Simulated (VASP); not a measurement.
# CdNi2SnTe4 (I-42m) in VASP: single point with r2SCAN

Aim: the single point of CdNi2SnTe4 with r2SCAN.

Program: VASP 6.6.1. These are calculated values, not measurements. Logs are shortened: lines on timing, memory, paths and dates and some standing lists are left out, and cuts for length are marked.

### Step 1. The cell of the first run

The structure is tetragonal, space group I-42m (No. 121). The conventional cell has a = 8.079 Å, b = 8.079 Å, c = 6.821 Å, α = 90.00°, β = 90.00°, γ = 90.00°. Ni (site symmetry 222) has 8 Te at 3.35 to 3.52 Å and 2 Ni at 3.41 Å and 2 Cd at 4.04 Å and 2 Sn at 4.04 Å within 4.4 Å. Within 3.6 Å of Cd (site symmetry -42m) lie 4 Te at 2.74 Å and 2 Sn at 3.41 Å. Within 3.5 Å of Sn (site symmetry -42m) lie 4 Te at 2.52 Å and 2 Cd at 3.41 Å. Te (site symmetry m) has 1 Sn at 2.52 Å and 1 Cd at 2.74 Å and 4 Ni at 3.35 to 3.52 Å within 3.6 Å.

### Step 2. Single point, r2SCAN

POSCAR reads:

```
CdNi2SnTe4
1.0
   -4.0395660000      4.0395660000      3.4106810000
    4.0395660000     -4.0395660000      3.4106810000
    4.0395660000      4.0395660000     -3.4106810000
Ni Cd Sn Te
2 1 1 4
Direct
    0.5000000000      0.0000000000      0.5000000000
    0.0000000000      0.5000000000      0.5000000000
    0.5000000000      0.5000000000      0.0000000000
    0.0000000000      0.0000000000      0.0000000000
    0.9497200000      0.9497200000      0.3498800000
    0.0502800000      0.4001600000      0.0000000000
    0.5998400000      0.5998400000      0.6501200000
    0.4001600000      0.0502800000      0.0000000000
```

INCAR.step1 reads:

```
SYSTEM = CdNi2SnTe4
ALGO = Normal
EDIFF = 1E-5
ENCUT = 660
GGA = PE
GGA_COMPAT = .False.
ISMEAR = 1
LASPH = .True.
LCHARG = .False.
LREAL = .False.
LWAVE = .True.
NBANDS = 45
NELM = 120
PREC = Accurate
SIGMA = 0.2253
```

INCAR.step2 reads:

```
SYSTEM = CdNi2SnTe4
ALGO = Normal
EDIFF = 1E-6
ENCUT = 660
GGA_COMPAT = .False.
ISIF = 2
ISMEAR = 1
ISTART = 1
LASPH = .True.
LCHARG = .False.
LMIXTAU = .True.
LREAL = .False.
LWAVE = .False.
METAGGA = R2SCAN
NBANDS = 45
NELM = 120
PREC = Accurate
SIGMA = 0.2253
```

KPOINTS reads:

```
k-points
0
Gamma
  7 7 7
  0 0 0
```

Potentials or basis: VASP PAW PBE potentials, release 64 (Ni, Cd, Sn_d, Te).

Command:

```
$ cat potpaw_PBE.64/Ni/POTCAR potpaw_PBE.64/Cd/POTCAR potpaw_PBE.64/Sn_d/POTCAR potpaw_PBE.64/Te/POTCAR > POTCAR
$ cp INCAR.step1 INCAR
$ mpirun -np 1 vasp_std > vasp.out
$ cp INCAR.step2 INCAR
$ mpirun -np 1 vasp_std > vasp.out
```

OUTCAR:

```text
SYSTEM = CdNi2SnTe4
   EDIFF = 1E-6
   ENCUT = 660
   ISIF = 2
   ISMEAR = 1
   ISTART = 1
   LASPH = .True.
   LREAL = .False.
   METAGGA = R2SCAN
   NELM = 120
   PREC = Accurate

 ion  position               nearest neighbor table
   1  0.500  0.000  0.500-   5 3.35   7 3.35   8 3.35   6 3.35
   2  0.000  0.500  0.500-   5 3.35   7 3.35   6 3.35   8 3.35
   3  0.500  0.500  0.000-   5 2.74   6 2.74   7 2.74   8 2.74   4 3.41   4 3.41
   4  0.000  0.000  0.000-   5 2.52   6 2.52   7 2.52   8 2.52   3 3.41   3 3.41
   5  0.950  0.950  0.350-   4 2.52   3 2.74   1 3.35   2 3.35
   6  0.050  0.400  0.000-   4 2.52   3 2.74   2 3.35   1 3.35
   7  0.600  0.600  0.650-   4 2.52   3 2.74   1 3.35   2 3.35
   8  0.400  0.050  0.000-   4 2.52   3 2.74   1 3.35   2 3.35

  LATTYP: Found a body centered tetragonal cell.
 ALAT       =     8.0791320000
 C/A-ratio  =     0.8443186719

  Lattice vectors:

 A1 = (  -4.0395660000,   4.0395660000,   3.4106810000)
 A2 = (   4.0395660000,  -4.0395660000,   3.4106810000)
 A3 = (   4.0395660000,   4.0395660000,  -3.4106810000)

Analysis of symmetry for initial positions (statically):
=====================================================================
 Subroutine PRICEL returns:
 Original cell was already a primitive cell.

 Routine SETGRP: Setting up the symmetry group for a
 body centered tetragonal supercell.

 Subroutine GETGRP returns: Found  8 space group operations
 (whereof  8 operations were pure point group operations)
 out of a pool of 16 trial point group operations.

The static configuration has the point symmetry D_2d.

Analysis of symmetry for dynamics (positions and initial velocities):
=====================================================================
 Subroutine PRICEL returns:
 Original cell was already a primitive cell.

 Routine SETGRP: Setting up the symmetry group for a
 body centered tetragonal supercell.

 Subroutine GETGRP returns: Found  8 space group operations
 (whereof  8 operations were pure point group operations)
 out of a pool of 16 trial point group operations.

The dynamic configuration has the point symmetry D_2d.

 Subroutine INISYM returns: Found  8 space group operations
 (whereof  8 operations are pure point group operations),
 and found     1 'primitive' translations

----------------------------------------------------------------------------------------
[... 110 lines left out ...]
   NFREE  =      0    steps in history (QN), initial steepest desc. (CG)
   ISIF   =      2    stress and relaxation
   ISYM   =      2    0-nonsym 1-usesym 2-fastsym
   POTIM  = 0.5000    time-step for ionic-motion
   TEBEG  =    0.0;   TEEND  =   0.0 temperature during run
   PSTRESS=    0.0 pullay stress
   NELECT =      70.0000    total number of electrons
   NUPDOWN=      -1.0000    fix difference up-down
   EMIN   =  10.00;   EMAX   =-10.00  energy-range for DOS
   EFERMI =   0.00;   METHOD = LEGACY
   ISMEAR =     1;   SIGMA  =   0.23  broadening in eV -4-tet -1-fermi 0-gaus
   EFERMI_NEDOS =   21; number of points for ismear=-14 and -15
   IALGO  =     38    algorithm
   IMIX   =      4    mixing-type and parameters
     AMIX     =   0.40;   BMIX     =  1.00
     AMIX_MAG =   1.60;   BMIX_MAG =  1.00
  volume/ion in A,a.u.               =      27.83       187.79
  Fermi-wavevector in a.u.,A,eV,Ry     =   1.113228  2.103695 16.861373  1.239276
  Thomas-Fermi vector in A             =   2.249810
   LORBIT       =      0    0 simple, 1 ext, 2 COOP (PROOUT), +10 PAW based schemes
   METAGGA = R2SCAN    functional components
   LHFCALC =     F    Hartree Fock is set to
   AEXX    =    0.0000 exact exchange contribution
   IVDW    =     0    specifies the selected vdW correction
   LEPSILON=     F    determine dielectric tensor
   LRPA    =     F    only Hartree local field effects (RPA)
 non-spin polarized calculation
 Methfessel and Paxton  Order N= 1 SIGMA  =   0.23
  energy-cutoff  :      660.00
  volume of cell :      222.62
 maximum number of plane-waves:      8591
   NGX = 27   NGY = 27   NGZ = 27

 number of electron      70.0000016 magnetization

 Free energy of the ion-electron system (eV)
  ---------------------------------------------------
  ext. energy  EPLUGINS =         0.00000000
  ---------------------------------------------------
  free energy    TOTEN  =      -164.55816449 eV

  energy without entropy =     -164.61238553  energy(sigma->0) =     -164.57623817

 E-fermi :   5.3492     XC(G=0):  -9.9835

 val. band max:        5.3335321840   @ k =  -0.2857  -0.2857   0.1429
 cond. band min:       5.3577438778   @ k =  -0.2857  -0.4286   0.1429
 fundamental gap:      0.0242116938
 Fermi energy:         5.3491664029

 k-point     1 :       0.0000    0.0000    0.0000
  band No.  band energies     occupation
      1     -17.7505      2.00000
      2     -17.7505      2.00000
      3     -17.7012      2.00000
      4     -17.6314      2.00000
      5     -17.5834      2.00000
      6      -8.4762      2.00000
[... 1141 lines left out ...]
     44       9.7268     -0.00000
     45      10.4436      0.00000

 [... further k-points ...]

------------------------ aborting loop because EDIFF is reached ----------------------------------------

  FORCE on cell =-STRESS in cart. coord.  units (eV):
  Direction    XX          YY          ZZ          XY          YZ          ZX
  --------------------------------------------------------------------------------------
  -------------------------------------------------------------------------------------
  Total        6.3838089      6.3838089     11.9775534      0.0000000      0.0000000      0.0000000
  in kB       45.9430634     45.9430634     86.2001831      0.0000000      0.0000000      0.0000000
  external PRESSURE =      59.3621033 kB  Pullay stress =       0.0000000 kB

 VOLUME and BASIS-vectors are now :
 -----------------------------------------------------------------------------
  energy-cutoff  :      660.00
  volume of cell :      222.62
      direct lattice vectors                 reciprocal lattice vectors
    -4.039566000  4.039566000  3.410681000     0.000000000  0.123775673  0.146598289
     4.039566000 -4.039566000  3.410681000     0.123775673  0.000000000  0.146598289
     4.039566000  4.039566000 -3.410681000     0.123775673  0.123775673  0.000000000

 POSITION                                       TOTAL-FORCE (eV/Angst)
 -----------------------------------------------------------------------------------
      0.00000      4.03957      0.00000        -0.000000      0.000000      0.000000
      4.03957      0.00000      0.00000        -0.000000      0.000000      0.000000
      0.00000      0.00000      3.41068        -0.000000      0.000000      0.000000
      0.00000      0.00000      0.00000        -0.000000      0.000000      0.000000
      1.41336      1.41336      5.28505         2.445670      2.445670     -1.309564
      1.41336     -1.41336      1.53631         2.445670     -2.445670      1.309564
      2.62620      2.62620      1.87437        -2.445670     -2.445670     -1.309564
     -1.41336      1.41336      1.53631        -2.445670      2.445670      1.309564
 -----------------------------------------------------------------------------------
    total drift:                                0.000001      0.000001      0.000000

  FREE ENERGIE OF THE ION-ELECTRON SYSTEM (eV)
  ---------------------------------------------------
  free  energy   TOTEN  =      -164.5581644854 eV

  energy  without entropy=     -164.6123855271  energy(sigma->0) =     -164.57623817
```

OSZICAR.step1:

```text
N       E                     dE             d eps       ncg     rms          rms(c)
DAV:   1     0.657573623167E+03    0.65757E+03   -0.33692E+04  3652   0.189E+03
DAV:   2     0.613044164939E+02   -0.59627E+03   -0.57859E+03  3600   0.474E+02
DAV:   3    -0.180655414567E+02   -0.79370E+02   -0.76513E+02  4130   0.161E+02
DAV:   4    -0.228049097619E+02   -0.47394E+01   -0.46646E+01  4368   0.368E+01
DAV:   5    -0.229684446431E+02   -0.16353E+00   -0.16335E+00  4795   0.739E+00    0.162E+01
DAV:   6    -0.251434413737E+02   -0.21750E+01   -0.11951E+01  4421   0.304E+01    0.183E+01
DAV:   7    -0.222455362473E+02    0.28979E+01   -0.82747E+00  4451   0.357E+01    0.880E+00
DAV:   8    -0.223079844526E+02   -0.62448E-01   -0.10464E+00  3965   0.405E+00    0.289E+00
DAV:   9    -0.222685393329E+02    0.39445E-01   -0.16273E-01  4297   0.311E+00    0.635E-01
DAV:  10    -0.222670290643E+02    0.15103E-02   -0.13917E-02  4571   0.891E-01    0.297E-01
DAV:  11    -0.222670210873E+02    0.79769E-05   -0.16848E-03  4518   0.273E-01    0.166E-01
DAV:  12    -0.222670779891E+02   -0.56902E-04   -0.21816E-04  4890   0.107E-01    0.563E-02
DAV:  13    -0.222670817851E+02   -0.37959E-05   -0.20130E-05  2683   0.320E-02
   1 F= -.22267082E+02 E0= -.22286626E+02  d E =0.586312E-01
```

Run time: 67 min. Hardware: 1 thread of Intel Xeon 8259CL, shared host; peak memory 0.9 GiB.

What came out:

* Free energy: -164.5582 eV
* Pressure: 5.9 GPa
* Largest force: 3.698 eV/Å
* Band gap on the k mesh: zero (bands 35 and 36 overlap by 0.12 eV)

Forces in eV/Å, atoms in the order of the input:
```
Ni   0.000  0.000  0.000
Ni   0.000  0.000  0.000
Cd   0.000  0.000  0.000
Sn   0.000  0.000  0.000
Te   2.446  2.446 -1.310
Te   2.446 -2.446  1.310
Te  -2.446 -2.446 -1.310
Te  -2.446  2.446  1.310
```

Caveat: the cell stands under pressure; the PAW data sets were made with another functional, which shifts forces and pressure a little; spin-orbit coupling is left out, which moves the levels of the heavy elements. Spin polarisation is off, so any magnetic state and its effect on volume and gap are missing.
